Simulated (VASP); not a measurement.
# Si2W in VASP: notebook

Aim: see how the results for Si2W move with the level of theory and the settings. Levels: PBEsol, BLYP, LDA. Tasks: single point.

Everything below comes from runs of VASP 6.6.1. Logs are shortened: lines on timing, memory, paths and dates and some standing lists are left out, and cuts for length are marked.

## Step 1: The cell of the first run

It takes space group I4/mmm (No. 139, tetragonal). Conventional cell: a = 3.256 Å, b = 3.256 Å, c = 7.933 Å, α = 90.00°, β = 90.00°, γ = 90.00°. Within 3.5 Å of W (site symmetry 4/mmm) lie 10 Si at 2.65 to 2.66 Å and 4 W at 3.26 Å. Si (site symmetry 4mm) has 9 Si at 2.62 to 3.26 Å and 5 W at 2.65 to 2.66 Å within 3.5 Å.

## Step 2: Single point, PBEsol (14.02 Å³/atom)

File INCAR:

```
PREC = Accurate ; ENCUT = 520
EDIFF = 1E-6 ; ISMEAR = -1
SIGMA = 0.05 ; LREAL = F
LASPH = T ; NELM = 80
ALGO = Normal ; ISIF = 2
LWAVE = F ; LCHARG = F
GGA = PS ; NBANDS = 18
```

File KPOINTS:

```
regular mesh
0
Gamma
  12 12 12
```

File POSCAR:

```
Si2W
1.0
   -1.6280458460      1.6280458460      3.9664684080
    1.6280458460     -1.6280458460      3.9664684080
    1.6280458460      1.6280458460     -3.9664684080
W Si
1 2
Direct
    0.0000000000      0.0000000000      0.0000000000
    0.6653000000      0.6653000000      0.0000000000
    0.3347000000      0.3347000000      0.0000000000
```

Potentials or basis: VASP PAW PBE potentials, release 64 (W_sv, Si).

Launch:

```sh
> cat potpaw_PBE.64/W_sv/POTCAR potpaw_PBE.64/Si/POTCAR > POTCAR
> mpirun -np 1 vasp_std > vasp.out
```

OUTCAR:

```text
PREC = Accurate
   ENCUT = 520
   EDIFF = 1E-6
   ISMEAR = -1
   LREAL = F
   LASPH = T
   NELM = 80
   ISIF = 2
   GGA = PS

 ion  position               nearest neighbor table
   1  0.000  0.000  0.000-   2 2.65   3 2.65   2 2.65   3 2.65   2 2.65   3 2.65   3 2.65   2 2.65
                             2 2.66   3 2.66
   2  0.665  0.665  0.000-   3 2.62   1 2.65   1 2.65   1 2.65   1 2.65   1 2.66   3 2.67   3 2.67
                             3 2.67   3 2.67
   3  0.335  0.335  0.000-   2 2.62   1 2.65   1 2.65   1 2.65   1 2.65   1 2.66   2 2.67   2 2.67
                             2 2.67   2 2.67

  LATTYP: Found a body centered tetragonal cell.
 ALAT       =     3.2560916920
 C/A-ratio  =     2.4363370465

  Lattice vectors:

 A1 = (  -1.6280458460,   1.6280458460,   3.9664684080)
 A2 = (   1.6280458460,  -1.6280458460,   3.9664684080)
 A3 = (   1.6280458460,   1.6280458460,  -3.9664684080)

Analysis of symmetry for initial positions (statically):
=====================================================================
 Subroutine PRICEL returns:
 Original cell was already a primitive cell.

 Routine SETGRP: Setting up the symmetry group for a
 body centered tetragonal supercell.

 Subroutine GETGRP returns: Found 16 space group operations
 (whereof 16 operations were pure point group operations)
 out of a pool of 16 trial point group operations.

The static configuration has the point symmetry D_4h.

Analysis of symmetry for dynamics (positions and initial velocities):
=====================================================================
 Subroutine PRICEL returns:
 Original cell was already a primitive cell.

 Routine SETGRP: Setting up the symmetry group for a
 body centered tetragonal supercell.

 Subroutine GETGRP returns: Found 16 space group operations
 (whereof 16 operations were pure point group operations)
 out of a pool of 16 trial point group operations.

The dynamic configuration has the point symmetry D_4h.

 Subroutine INISYM returns: Found 16 space group operations
 (whereof 16 operations are pure point group operations),
 and found     1 'primitive' translations

----------------------------------------------------------------------------------------

                                     Primitive cell

  volume of cell :      42.0530

  direct lattice vectors                    reciprocal lattice vectors
    -1.628045846  1.628045846  3.966468408     0.000000000  0.307116658  0.126056721
     1.628045846 -1.628045846  3.966468408     0.307116658  0.000000000  0.126056721
     1.628045846  1.628045846 -3.966468408     0.307116658  0.307116658  0.000000000

  length of vectors
     4.586277160  4.586277160  4.586277160     0.331980329  0.331980329  0.434328544

  position of ions in fractional coordinates (direct lattice)
     0.000000000  0.000000000  0.000000000
     0.665300000  0.665300000  0.000000000
     0.334700000  0.334700000  0.000000000

  ion indices of the primitive-cell ions
   primitive index   ion index
                 1           1
                 2           2
                 3           3

----------------------------------------------------------------------------------------

 KPOINTS: regular mesh

Automatic generation of k-mesh.
 Grid dimensions read from file:
 generate k-points for:   12   12   12

 Generating k-lattice:

  Cartesian coordinates                     Fractional coordinates (reciprocal lattice)
     0.000000000  0.025593055  0.010504727     0.083333333  0.000000000  0.000000000
     0.025593055  0.000000000  0.010504727     0.000000000  0.083333333  0.000000000
     0.025593055  0.025593055  0.000000000     0.000000000  0.000000000  0.083333333

  Length of vectors
     0.027665027  0.027665027  0.036194045

  Shift w.r.t. Gamma in fractional coordinates (k-lattice)
     0.000000000  0.000000000  0.000000000

 Subroutine IBZKPT returns following result:
 ===========================================

 Found    163 irreducible k-points:

 Following reciprocal coordinates:
            Coordinates               Weight
  0.000000  0.000000  0.000000      1.000000
  0.083333  0.000000 -0.000000      8.000000
  0.166667  0.000000 -0.000000      8.000000
  0.250000 -0.000000  0.000000      8.000000
  0.333333  0.000000 -0.000000      8.000000
  0.416667 -0.000000  0.000000      8.000000
[... 16 lines left out ...]
  0.500000  0.166667  0.000000     16.000000
 -0.416667  0.166667 -0.000000     16.000000
 [... further k-points ...]
   k-points           NKPTS =    163   k-points in BZ     NKDIM =    163   number of bands    NBANDS=     18
   number of dos      NEDOS =    301   number of ions     NIONS =      3
   total plane-waves  NPLWV =  46656
   dimension x,y,z NGX =    36 NGY =   36 NGZ =   36
   dimension x,y,z NGXF=    72 NGYF=   72 NGZF=   72
   ions per type =               1   2
   NGX,Y,Z   is equivalent  to a cutoff of  13.05, 13.05, 13.05 a.u.
   NGXF,Y,Z  is equivalent  to a cutoff of  26.10, 26.10, 26.10 a.u.
 SYSTEM =  unknown system
   PREC   = accura    normal or accurate (medium, high low for compatibility)
   ISTART =      0    job   : 0-new  1-cont  2-samecut
   ICHARG =      2    charge: 1-file 2-atom 10-const
   ISPIN  =      1    spin polarized calculation?
   LNONCOLLINEAR =      F non collinear calculations
   LSORBIT =      F    spin-orbit coupling
   LASPH  =      T    aspherical Exc in radial PAW
   ENCUT  =  520.0 eV  38.22 Ry    6.18 a.u.   8.53  8.53  8.53*2*pi/ulx,y,z
   NELM   =     80;   NELMIN=  2; NELMDL= -5     # of ELM steps
   EDIFF  = 0.1E-05   stopping-criterion for ELM
   LREAL  =      F    real-space projection
   EDIFFG = 0.1E-04   stopping-criterion for IOM
   NSW    =      0    number of steps for IOM
   IBRION =     -1    ionic relax: 0-MD 1-quasi-New 2-CG
   NFREE  =      0    steps in history (QN), initial steepest desc. (CG)
   ISIF   =      2    stress and relaxation
   ISYM   =      2    0-nonsym 1-usesym 2-fastsym
   POTIM  = 0.5000    time-step for ionic-motion
   TEBEG  =    0.0;   TEEND  =   0.0 temperature during run
   PSTRESS=    0.0 pullay stress
   NELECT =      22.0000    total number of electrons
   NUPDOWN=      -1.0000    fix difference up-down
   EMIN   =  10.00;   EMAX   =-10.00  energy-range for DOS
   EFERMI =   0.00;   METHOD = LEGACY
   ISMEAR =    -1;   SIGMA  =   0.05  broadening in eV -4-tet -1-fermi 0-gaus
   EFERMI_NEDOS =   21; number of points for ismear=-14 and -15
   IALGO  =     38    algorithm
   IMIX   =      4    mixing-type and parameters
     AMIX     =   0.40;   BMIX     =  1.00
     AMIX_MAG =   1.60;   BMIX_MAG =  1.00
  volume/ion in A,a.u.               =      14.02        94.60
  Fermi-wavevector in a.u.,A,eV,Ry     =   1.319117  2.492770 23.675084  1.740070
  Thomas-Fermi vector in A             =   2.449038
   LORBIT       =      0    0 simple, 1 ext, 2 COOP (PROOUT), +10 PAW based schemes
   GGA     = PS    functional components
   LHFCALC =     F    Hartree Fock is set to
   AEXX    =    0.0000 exact exchange contribution
   IVDW    =     0    specifies the selected vdW correction
   LEPSILON=     F    determine dielectric tensor
   LRPA    =     F    only Hartree local field effects (RPA)
 non-spin polarized calculation
  energy-cutoff  :      520.00
  volume of cell :       42.05
 maximum number of plane-waves:      1151
 NGX is ok and might be reduce to    36
   NGX = 17   NGY = 17   NGZ = 17

 number of electron      22.0000001 magnetization

 Free energy of the ion-electron system (eV)
  ---------------------------------------------------
  ext. energy  EPLUGINS =         0.00000000
  ---------------------------------------------------
  free energy    TOTEN  =       -26.58015178 eV

  energy without entropy =      -26.57804566  energy(sigma->0) =      -26.57909872

 E-fermi :  11.3040     XC(G=0): -12.4209

 val. band max:       11.2691386652   @ k =   0.2500   0.2500   0.2500
 cond. band min:      11.3253991874   @ k =  -0.4167  -0.4167   0.3333
 fundamental gap:      0.0562605222
 Fermi energy:        11.3040171279

 k-point     1 :       0.0000    0.0000    0.0000
  band No.  band energies     occupation
      1     -62.5929      2.00000
      2     -26.8181      2.00000
      3     -26.8159      2.00000
      4     -26.8159      2.00000
      5      -2.4384      2.00000
      6       4.6956      2.00000
[... 10 lines left out ...]
     17      16.7462      0.00000
     18      16.7462      0.00000

 k-point     2 :       0.0833    0.0000   -0.0000
  band No.  band energies     occupation
      1     -62.5926      2.00000
      2     -26.8286      2.00000
      3     -26.8172      2.00000
      4     -26.8148      2.00000
      5      -2.3104      2.00000
      6       4.6949      2.00000
[... 10 lines left out ...]
     17      16.7668      0.00000
     18      17.2276      0.00000

 k-point     3 :       0.1667    0.0000   -0.0000
  band No.  band energies     occupation
      1     -62.5915      2.00000
      2     -26.8631      2.00000
      3     -26.8146      2.00000
      4     -26.8116      2.00000
      5      -1.9324      2.00000
      6       4.6401      2.00000
[... 10 lines left out ...]
     17      17.0869      0.00000
     18      18.3258      0.00000

 k-point     4 :       0.2500   -0.0000    0.0000
  band No.  band energies     occupation
      1     -62.5899      2.00000
      2     -26.9098      2.00000
      3     -26.8110      2.00000
      4     -26.8074      2.00000
      5      -1.3219      2.00000
      6       4.3422      2.00000
[... 375 lines left out ...]
      4     -26.8009      2.00000
      5       1.0934      2.00000
      6       2.5873      2.00000
[... 10 lines left out ...]
     17      18.4087      0.00000
     18      19.6637      0.00000

 k-point    23 :       0.5000    0.1667    0.0000
  band No.  band energies     occupation
      1     -62.5853      2.00000
      2     -26.9957      2.00000
      3     -26.8437      2.00000
      4     -26.7992      2.00000
      5       1.5501      2.00000
      6       2.1406      2.00000
[... 10 lines left out ...]
     17      18.4831      0.00000
     18      19.7496      0.00000

 k-point    24 :      -0.4167    0.1667   -0.0000
  band No.  band energies     occupation
      1     -62.5857      2.00000
      2     -26.9835      2.00000
      3     -26.8449      2.00000
      4     -26.7995      2.00000
      5       0.5498      2.00000
      6       3.1920      2.00000
[... 10 lines left out ...]
     17      18.1450      0.00000
     18      19.3412      0.00000

 [... further k-points ...]

------------------------ aborting loop because EDIFF is reached ----------------------------------------

  FORCE on cell =-STRESS in cart. coord.  units (eV):
  Direction    XX          YY          ZZ          XY          YZ          ZX
  --------------------------------------------------------------------------------------
  -------------------------------------------------------------------------------------
  Total       -2.5462833     -2.5462833     -2.6921206      0.0000000     -0.0000000      0.0000000
  in kB      -97.0107913    -97.0107913   -102.5670440      0.0000000     -0.0000000      0.0000000
  external PRESSURE =     -98.8628755 kB  Pullay stress =       0.0000000 kB

 VOLUME and BASIS-vectors are now :
 -----------------------------------------------------------------------------
  energy-cutoff  :      520.00
  volume of cell :       42.05
      direct lattice vectors                 reciprocal lattice vectors
    -1.628045846  1.628045846  3.966468408     0.000000000  0.307116658  0.126056721
     1.628045846 -1.628045846  3.966468408     0.307116658  0.000000000  0.126056721
     1.628045846  1.628045846 -3.966468408     0.307116658  0.307116658  0.000000000

 POSITION                                       TOTAL-FORCE (eV/Angst)
 -----------------------------------------------------------------------------------
      0.00000      0.00000      0.00000         0.000000      0.000000     -0.000000
      0.00000      0.00000      5.27778        -0.000000     -0.000000     -0.073064
      0.00000      0.00000      2.65515        -0.000000     -0.000000      0.073064
 -----------------------------------------------------------------------------------
    total drift:                               -0.000000     -0.000000      0.000000

  FREE ENERGIE OF THE ION-ELECTRON SYSTEM (eV)
  ---------------------------------------------------
  free  energy   TOTEN  =       -26.5801517832 eV

  energy  without entropy=      -26.5780456552  energy(sigma->0) =      -26.57909872
```

Wall time 3.6 min (1 thread of Intel Xeon 8259CL, shared host); peak memory 0.28 GiB.

Results:

| Item | Value |
| --- | --- |
| Free energy | -26.5802 eV |
| Pressure | -9.9 GPa |
| Largest force | 0.073 eV/Å |
| Band gap on the k mesh | zero (bands 11 and 12 overlap by 1.23 eV) |

Forces on the atoms (eV/Å):
```
W    0.000  0.000  0.000
Si   0.000  0.000 -0.073
Si   0.000  0.000  0.073
```

Caveat: the cell stands under tension; the PAW data sets were made with another functional, which shifts forces and pressure a little; spin-orbit coupling is left out, which moves the levels of the heavy elements.

## Step 3: Single point, PBEsol (atoms moved at random)

File INCAR:

```
PREC = Accurate ; ENCUT = 520
EDIFF = 1E-7 ; ISMEAR = -1
SIGMA = 0.05 ; LREAL = F
LASPH = T ; NELM = 60
ALGO = Normal ; ISIF = 2
LWAVE = F ; LCHARG = F
GGA = PS ; NBANDS = 18
```

File KPOINTS:

```
Automatic mesh
0
Gamma
  12 12 12
```

File POSCAR:

```
Si2W
1.0
   -1.6069000000      1.6069000000      3.9149500000
    1.6069000000     -1.6069000000      3.9149500000
    1.6069000000      1.6069000000     -3.9149500000
W Si
1 2
Direct
    0.0121670000     -0.0019450000      0.0117850000
    0.6816470000      0.6532560000      0.0082920000
    0.3346560000      0.3145310000     -0.0264480000
```

Potentials or basis: VASP PAW PBE potentials, release 64 (W_sv, Si).

Launch:

```sh
> cat potpaw_PBE.64/W_sv/POTCAR potpaw_PBE.64/Si/POTCAR > POTCAR
> mpirun -np 1 vasp_std > vasp.out
```

OUTCAR:

```text
PREC = Accurate
   ENCUT = 520
   EDIFF = 1E-7
   ISMEAR = -1
   LREAL = F
   LASPH = T
   NELM = 60
   ISIF = 2
   GGA = PS

 ion  position               nearest neighbor table
   1  0.012  0.998  0.012-   3 2.52   2 2.58   3 2.59   2 2.60   3 2.61   2 2.62   2 2.63   2 2.64
                             3 2.65   3 2.68
   2  0.682  0.653  0.008-   3 2.55   1 2.58   3 2.58   1 2.60   1 2.62   1 2.63   3 2.64   1 2.64
                             3 2.67   3 2.72
   3  0.335  0.315  0.974-   1 2.52   2 2.55   2 2.58   1 2.59   1 2.61   2 2.64   1 2.65   2 2.67
                             1 2.68   2 2.72
[... 703 lines left out ...]
  Direction    XX          YY          ZZ          XY          YZ          ZX
  --------------------------------------------------------------------------------------
  -------------------------------------------------------------------------------------
  Total       -0.2271502     -0.2154176     -0.0601601      0.1243818     -0.1495252     -0.1048955
  in kB       -9.0003568     -8.5354799     -2.3837191      4.9283708     -5.9246288     -4.1562660
  external PRESSURE =      -6.6398519 kB  Pullay stress =       0.0000000 kB

 VOLUME and BASIS-vectors are now :
 -----------------------------------------------------------------------------
  energy-cutoff  :      520.00
  volume of cell :       40.44
      direct lattice vectors                 reciprocal lattice vectors
    -1.606900000  1.606900000  3.914950000     0.000000000  0.311158131  0.127715552
     1.606900000 -1.606900000  3.914950000     0.311158131  0.000000000  0.127715552
     1.606900000  1.606900000 -3.914950000     0.311158131  0.311158131  0.000000000

 POSITION                                       TOTAL-FORCE (eV/Angst)
 -----------------------------------------------------------------------------------
      1.60316     -1.56529      3.90883        -0.566174     -0.210507      0.206350
     -0.03230      0.05895      5.19362         0.028312     -0.294812      0.346527
      1.53206      1.59674     -1.26987         0.537862      0.505319     -0.552878
 -----------------------------------------------------------------------------------
    total drift:                                0.000031      0.000010     -0.000043

  FREE ENERGIE OF THE ION-ELECTRON SYSTEM (eV)
  ---------------------------------------------------
  free  energy   TOTEN  =       -26.5941450745 eV

  energy  without entropy=      -26.5918111401  energy(sigma->0) =      -26.59297811
```

OSZICAR:

```text
N       E                     dE             d eps       ncg     rms          rms(c)
DAV:   1     0.129443436213E+03    0.12944E+03   -0.10857E+04 31248   0.123E+03
DAV:   2    -0.228720162747E+02   -0.15232E+03   -0.14855E+03 35818   0.322E+02
DAV:   3    -0.274336227049E+02   -0.45616E+01   -0.45055E+01 39062   0.499E+01
DAV:   4    -0.274731309508E+02   -0.39508E-01   -0.39462E-01 37192   0.491E+00
DAV:   5    -0.274735453820E+02   -0.41443E-03   -0.41440E-03 36926   0.537E-01    0.262E+01
DAV:   6    -0.267166451207E+02    0.75690E+00   -0.31790E+00 33508   0.128E+01    0.924E+00
DAV:   7    -0.266196513734E+02    0.96994E-01   -0.22157E-01 33334   0.266E+00    0.457E+00
DAV:   8    -0.265949000054E+02    0.24751E-01   -0.46757E-02 35668   0.163E+00    0.318E-01
DAV:   9    -0.265942987780E+02    0.60123E-03   -0.11077E-03 35550   0.279E-01    0.187E-01
DAV:  10    -0.265941500818E+02    0.14870E-03   -0.27778E-04 37540   0.141E-01    0.456E-02
DAV:  11    -0.265941453189E+02    0.47630E-05   -0.35346E-05 35240   0.431E-02    0.192E-02
DAV:  12    -0.265941457047E+02   -0.38585E-06   -0.17268E-06 37054   0.915E-03    0.492E-03
DAV:  13    -0.265941451163E+02    0.58839E-06   -0.40433E-07 33414   0.573E-03    0.906E-04
DAV:  14    -0.265941450745E+02    0.41834E-07   -0.12923E-08 17352   0.103E-03
   1 F= -.26594145E+02 E0= -.26592978E+02  d E =-.233393E-02
```

Run time: 25 min. Hardware: 1 thread of Intel Xeon 8259CL, shared host; peak memory 0.69 GiB.

What came out:

* Free energy: -26.5941 eV
* Pressure: -0.7 GPa
* Largest force: 0.922 eV/Å
* Band gap on the k mesh: zero (bands 11 and 12 overlap by 1.16 eV)

Forces in eV/Å, atoms in the order of the input:
```
W   -0.566 -0.211  0.206
Si   0.028 -0.295  0.347
Si   0.538  0.505 -0.553
```

Stress tensor (GPa, compression positive):
```
-0.90  0.49 -0.42
 0.49 -0.85 -0.59
-0.42 -0.59 -0.24
```

Levels at points of the mesh, in eV from the Fermi level:
```
           k point  band 9  band 10  band 11  band 12  band 13  band 14
(0.00, 0.00, 0.00)   -2.77    -2.76     0.55     2.73     2.87     3.06
(0.50, 0.00, 0.00)   -2.92    -2.70    -0.41     2.66     3.17     3.91
(0.00, 0.50, 0.00)   -2.92    -2.70    -0.42     2.67     3.08     3.88
(0.00, 0.50, 0.50)   -2.83    -2.73    -0.43     2.64     2.71     3.80
(0.50, 0.00, 0.50)   -2.87    -2.71    -0.43     2.66     2.79     3.81
(0.50, 0.50, 0.00)   -4.91    -3.26    -1.85     2.94     2.94     3.10
(0.00, 0.00, 0.50)   -4.94    -3.26    -1.85     2.92     2.94     3.09
(0.50, 0.50, 0.50)   -0.76    -0.73    -0.52    -0.49     0.75     4.60
```

Caveat: the cell differs from its parent crystal (atoms moved at random); the PAW data sets were made with another functional, which shifts forces and pressure a little; spin-orbit coupling is left out, which moves the levels of the heavy elements.

(Continued in part 2 of 3.)

The gap in the log of VASP goes by the Fermi energy; the results here count the filled bands.